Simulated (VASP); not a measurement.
# TiCd (P4/nmm) in VASP: single point with LDA

Aim: the single point of TiCd with LDA.

Everything below comes from runs of VASP 6.6.1. Logs are shortened: lines on timing, memory, paths and dates and some standing lists are left out, and cuts for length are marked.

### Step 1. The cell of the first run

Symmetry: P4/nmm, No. 129, tetragonal system. Conventional cell: a = 2.904 Å, b = 2.904 Å, c = 8.954 Å, α = 90.00°, β = 90.00°, γ = 90.00°. Ti (site symmetry 4mm) has 8 Ti at 2.82 to 2.90 Å and 4 Cd at 3.12 Å within 3.7 Å. Within 3.8 Å of Cd (site symmetry 4mm) lie 8 Cd at 2.90 to 3.10 Å and 4 Ti at 3.12 Å.

### Step 2. Single point, LDA

INCAR reads:

```
SYSTEM = TiCd
  PREC = Accurate
  ENCUT = 520
  EDIFF = 1E-6
  ISMEAR = 1
  SIGMA = 0.1
  LREAL = .False.
  LASPH = .True.
  NELM = 80
  ALGO = Normal
  ISIF = 2
  LWAVE = .False.
  LCHARG = .False.
  GGA = CA
  NBANDS = 32
```

KPOINTS reads:

```
regular mesh
0
Gamma
  8 8 3
  0 0 0
```

POSCAR reads:

```
TiCd
1.0
    2.9040000000      0.0000000000      0.0000000000
    0.0000000000      2.9040000000      0.0000000000
    0.0000000000      0.0000000000      8.9540000000
Ti Cd
2 2
Direct
    0.0000000000      0.5000000000      0.6080000000
    0.5000000000      0.0000000000      0.3920000000
    0.0000000000      0.5000000000      0.1300000000
    0.5000000000      0.0000000000      0.8700000000
```

Potentials or basis: VASP PAW LDA potentials, release 64 (Ti_sv, Cd).

Command:

```sh
$ cat potpaw_LDA.64/Ti_sv/POTCAR potpaw_LDA.64/Cd/POTCAR > POTCAR
$ mpirun -np 1 vasp_std > vasp.out
```

OUTCAR:

```text
SYSTEM = TiCd
   PREC = Accurate
   ENCUT = 520
   EDIFF = 1E-6
   ISMEAR = 1
   LREAL = .False.
   LASPH = .True.
   NELM = 80
   ISIF = 2
   GGA = CA

 ion  position               nearest neighbor table
   1  0.000  0.500  0.608-   2 2.82   2 2.82   2 2.82   2 2.82   4 3.12   4 3.12   4 3.12   4 3.12

   2  0.500  0.000  0.392-   1 2.82   1 2.82   1 2.82   1 2.82   3 3.12   3 3.12   3 3.12   3 3.12

   3  0.000  0.500  0.130-   4 3.10   4 3.10   4 3.10   4 3.10   2 3.12   2 3.12   2 3.12   2 3.12

   4  0.500  0.000  0.870-   3 3.10   3 3.10   3 3.10   3 3.10   1 3.12   1 3.12   1 3.12   1 3.12

  LATTYP: Found a simple tetragonal cell.
 ALAT       =     2.9040000000
 C/A-ratio  =     3.0833333333

  Lattice vectors:

 A1 = (   2.9040000000,   0.0000000000,   0.0000000000)
 A2 = (   0.0000000000,   2.9040000000,   0.0000000000)
 A3 = (   0.0000000000,   0.0000000000,   8.9540000000)

Analysis of symmetry for initial positions (statically):
=====================================================================
 Subroutine PRICEL returns:
 Original cell was already a primitive cell.

 Routine SETGRP: Setting up the symmetry group for a
 simple tetragonal supercell.

 Subroutine GETGRP returns: Found 16 space group operations
 (whereof  8 operations were pure point group operations)
 out of a pool of 16 trial point group operations.

The static configuration has the point symmetry D_2d.
 The point group associated with its full space group is D_4h.

Analysis of symmetry for dynamics (positions and initial velocities):
=====================================================================
 Subroutine PRICEL returns:
 Original cell was already a primitive cell.

 Routine SETGRP: Setting up the symmetry group for a
 simple tetragonal supercell.

 Subroutine GETGRP returns: Found 16 space group operations
 (whereof  8 operations were pure point group operations)
 out of a pool of 16 trial point group operations.

The dynamic configuration has the point symmetry D_2d.
 The point group associated with its full space group is D_4h.

 Subroutine INISYM returns: Found 16 space group operations
 (whereof  8 operations are pure point group operations),
 and found     1 'primitive' translations

----------------------------------------------------------------------------------------

                                     Primitive cell

  volume of cell :      75.5110

  direct lattice vectors                    reciprocal lattice vectors
     2.904000000  0.000000000  0.000000000     0.344352617  0.000000000  0.000000000
     0.000000000  2.904000000  0.000000000     0.000000000  0.344352617  0.000000000
     0.000000000  0.000000000  8.954000000     0.000000000  0.000000000  0.111681930

  length of vectors
     2.904000000  2.904000000  8.954000000     0.344352617  0.344352617  0.111681930

  position of ions in fractional coordinates (direct lattice)
     0.000000000  0.500000000  0.608000000
     0.500000000  0.000000000  0.392000000
     0.000000000  0.500000000  0.130000000
     0.500000000  0.000000000  0.870000000

  ion indices of the primitive-cell ions
   primitive index   ion index
                 1           1
                 2           2
                 3           3
                 4           4

----------------------------------------------------------------------------------------

 KPOINTS: regular mesh

Automatic generation of k-mesh.
 Grid dimensions read from file:
 generate k-points for:    8    8    3

 Generating k-lattice:

  Cartesian coordinates                     Fractional coordinates (reciprocal lattice)
     0.043044077  0.000000000  0.000000000     0.125000000  0.000000000  0.000000000
     0.000000000  0.043044077  0.000000000     0.000000000  0.125000000  0.000000000
     0.000000000  0.000000000  0.037227310     0.000000000  0.000000000  0.333333333

  Length of vectors
     0.043044077  0.043044077  0.037227310

  Shift w.r.t. Gamma in fractional coordinates (k-lattice)
     0.000000000  0.000000000  0.000000000

 Subroutine IBZKPT returns following result:
 ===========================================

 Found     30 irreducible k-points:

 Following reciprocal coordinates:
            Coordinates               Weight
  0.000000  0.000000  0.000000      1.000000
  0.125000  0.000000  0.000000      4.000000
  0.250000  0.000000  0.000000      4.000000
  0.375000  0.000000  0.000000      4.000000
  0.500000  0.000000  0.000000      2.000000
  0.125000  0.125000  0.000000      4.000000
[... 16 lines left out ...]
  0.375000  0.125000  0.333333     16.000000
  0.500000  0.125000  0.333333      8.000000
 [... further k-points ...]
   k-points           NKPTS =     30   k-points in BZ     NKDIM =     30   number of bands    NBANDS=     32
   number of dos      NEDOS =    301   number of ions     NIONS =      4
   total plane-waves  NPLWV =  40320
   dimension x,y,z NGX =    24 NGY =   24 NGZ =   70
   dimension x,y,z NGXF=    48 NGYF=   48 NGZF=  140
   ions per type =               2   2
   NGX,Y,Z   is equivalent  to a cutoff of  13.74, 13.74, 13.00 a.u.
   NGXF,Y,Z  is equivalent  to a cutoff of  27.48, 27.48, 25.99 a.u.
 SYSTEM =  TiCd
   PREC   = accura    normal or accurate (medium, high low for compatibility)
   ISTART =      0    job   : 0-new  1-cont  2-samecut
   ICHARG =      2    charge: 1-file 2-atom 10-const
   ISPIN  =      1    spin polarized calculation?
   LNONCOLLINEAR =      F non collinear calculations
   LSORBIT =      F    spin-orbit coupling
   LASPH  =      T    aspherical Exc in radial PAW
   ENCUT  =  520.0 eV  38.22 Ry    6.18 a.u.   5.40  5.40 16.65*2*pi/ulx,y,z
   NELM   =     80;   NELMIN=  2; NELMDL= -5     # of ELM steps
   EDIFF  = 0.1E-05   stopping-criterion for ELM
   LREAL  =      F    real-space projection
   EDIFFG = 0.1E-04   stopping-criterion for IOM
   NSW    =      0    number of steps for IOM
   IBRION =     -1    ionic relax: 0-MD 1-quasi-New 2-CG
   NFREE  =      0    steps in history (QN), initial steepest desc. (CG)
   ISIF   =      2    stress and relaxation
   ISYM   =      2    0-nonsym 1-usesym 2-fastsym
   POTIM  = 0.5000    time-step for ionic-motion
   TEBEG  =    0.0;   TEEND  =   0.0 temperature during run
   PSTRESS=    0.0 pullay stress
   NELECT =      48.0000    total number of electrons
   NUPDOWN=      -1.0000    fix difference up-down
   EMIN   =  10.00;   EMAX   =-10.00  energy-range for DOS
   EFERMI =   0.00;   METHOD = LEGACY
   ISMEAR =     1;   SIGMA  =   0.10  broadening in eV -4-tet -1-fermi 0-gaus
   EFERMI_NEDOS =   21; number of points for ismear=-14 and -15
   IALGO  =     38    algorithm
   IMIX   =      4    mixing-type and parameters
     AMIX     =   0.40;   BMIX     =  1.00
     AMIX_MAG =   1.60;   BMIX_MAG =  1.00
  volume/ion in A,a.u.               =      18.88       127.39
  Fermi-wavevector in a.u.,A,eV,Ry     =   1.407619  2.660014 26.958467  1.981391
  Thomas-Fermi vector in A             =   2.529860
   LORBIT       =      0    0 simple, 1 ext, 2 COOP (PROOUT), +10 PAW based schemes
   GGA     = CA    functional components
   LHFCALC =     F    Hartree Fock is set to
   AEXX    =    0.0000 exact exchange contribution
   IVDW    =     0    specifies the selected vdW correction
   LEPSILON=     F    determine dielectric tensor
   LRPA    =     F    only Hartree local field effects (RPA)
 non-spin polarized calculation
 Methfessel and Paxton  Order N= 1 SIGMA  =   0.10
  energy-cutoff  :      520.00
  volume of cell :       75.51
 maximum number of plane-waves:      2073
 NGX is ok and might be reduce to    24
   NGX = 11   NGY = 11   NGZ = 33

 number of electron      48.0000002 magnetization

 Free energy of the ion-electron system (eV)
  ---------------------------------------------------
  ext. energy  EPLUGINS =         0.00000000
  ---------------------------------------------------
  free energy    TOTEN  =       -20.38741521 eV

  energy without entropy =      -20.38339306  energy(sigma->0) =      -20.38607449

 E-fermi :   5.2553     XC(G=0): -11.7346

 val. band max:        5.2453438712   @ k =   0.5000   0.5000   0.3333
 cond. band min:       5.2728078872   @ k =   0.3750   0.1250   0.3333
 fundamental gap:      0.0274640159
 Fermi energy:         5.2552562639

 k-point     1 :       0.0000    0.0000    0.0000
  band No.  band energies     occupation
      1     -50.9817      2.00000
      2     -50.8639      2.00000
      3     -27.7157      2.00000
      4     -27.4532      2.00000
      5     -27.4532      2.00000
      6     -27.3361      2.00000
[... 24 lines left out ...]
     31       8.0353      0.00000
     32       8.3653      0.00000

 k-point     2 :       0.1250    0.0000    0.0000
  band No.  band energies     occupation
      1     -50.9709      2.00000
      2     -50.8619      2.00000
      3     -27.7088      2.00000
      4     -27.5285      2.00000
      5     -27.4422      2.00000
      6     -27.3337      2.00000
[... 24 lines left out ...]
     31       8.2040      0.00000
     32       8.6352      0.00000

 k-point     3 :       0.2500    0.0000    0.0000
  band No.  band energies     occupation
      1     -50.9429      2.00000
      2     -50.8592      2.00000
      3     -27.7155      2.00000
      4     -27.6702      2.00000
      5     -27.4213      2.00000
      6     -27.4126      2.00000
[... 24 lines left out ...]
     31       8.2965      0.00000
     32       8.9876      0.00000

 k-point     4 :       0.3750    0.0000    0.0000
  band No.  band energies     occupation
      1     -50.9083      2.00000
      2     -50.8629      2.00000
      3     -27.7919      2.00000
      4     -27.7820      2.00000
      5     -27.4347      2.00000
      6     -27.3740      2.00000
[... 654 lines left out ...]
     31       8.0303      0.00000
     32       8.7658      0.00000

 k-point    23 :       0.3750    0.1250    0.3333
  band No.  band energies     occupation
      1     -50.9003      2.00000
      2     -50.8584      2.00000
      3     -27.7779      2.00000
      4     -27.7711      2.00000
      5     -27.4415      2.00000
      6     -27.4388      2.00000
[... 24 lines left out ...]
     31       8.2090      0.00000
     32       8.3376      0.00000

 k-point    24 :       0.5000    0.1250    0.3333
  band No.  band energies     occupation
      1     -50.8730      2.00000
      2     -50.8730      2.00000
      3     -27.8198      2.00000
      4     -27.8198      2.00000
      5     -27.4131      2.00000
      6     -27.4131      2.00000
[... 24 lines left out ...]
     31       8.5288      0.00000
     32       8.5288      0.00000

 [... further k-points ...]

------------------------ aborting loop because EDIFF is reached ----------------------------------------

  FORCE on cell =-STRESS in cart. coord.  units (eV):
  Direction    XX          YY          ZZ          XY          YZ          ZX
  --------------------------------------------------------------------------------------
  -------------------------------------------------------------------------------------
  Total       -3.1829256     -3.1829256     -2.8335256      0.0000000      0.0000000      0.0000000
  in kB      -67.5346658    -67.5346658    -60.1211674      0.0000000      0.0000000      0.0000000
  external PRESSURE =     -65.0634997 kB  Pullay stress =       0.0000000 kB

 VOLUME and BASIS-vectors are now :
 -----------------------------------------------------------------------------
  energy-cutoff  :      520.00
  volume of cell :       75.51
      direct lattice vectors                 reciprocal lattice vectors
     2.904000000  0.000000000  0.000000000     0.344352617  0.000000000  0.000000000
     0.000000000  2.904000000  0.000000000     0.000000000  0.344352617  0.000000000
     0.000000000  0.000000000  8.954000000     0.000000000  0.000000000  0.111681930

 POSITION                                       TOTAL-FORCE (eV/Angst)
 -----------------------------------------------------------------------------------
      0.00000      1.45200      5.44403        -0.000000      0.000000      0.031624
      1.45200      0.00000      3.50997        -0.000000      0.000000     -0.031624
      0.00000      1.45200      1.16402        -0.000000     -0.000000      0.237344
      1.45200      0.00000      7.78998         0.000000      0.000000     -0.237344
 -----------------------------------------------------------------------------------
    total drift:                                0.000000      0.000000      0.000000

  FREE ENERGIE OF THE ION-ELECTRON SYSTEM (eV)
  ---------------------------------------------------
  free  energy   TOTEN  =       -20.3874152075 eV

  energy  without entropy=      -20.3833930575  energy(sigma->0) =      -20.38607449
```

Wall time 60 s (1 thread of Intel Xeon 6975P-C, shared host); peak memory 0.2 GiB.

What came out:

| Property | Result |
| --- | --- |
| Free energy | -20.3874 eV |
| Pressure | -6.5 GPa |
| Largest force | 0.237 eV/Å |
| Band gap on the k mesh | zero (band 24 reaches 6.08 eV, above the bottom of band 25 at 5.19 eV) |

Forces on the atoms (eV/Å):
```
Ti   0.000  0.000  0.032
Ti   0.000  0.000 -0.032
Cd   0.000  0.000  0.237
Cd   0.000  0.000 -0.237
```
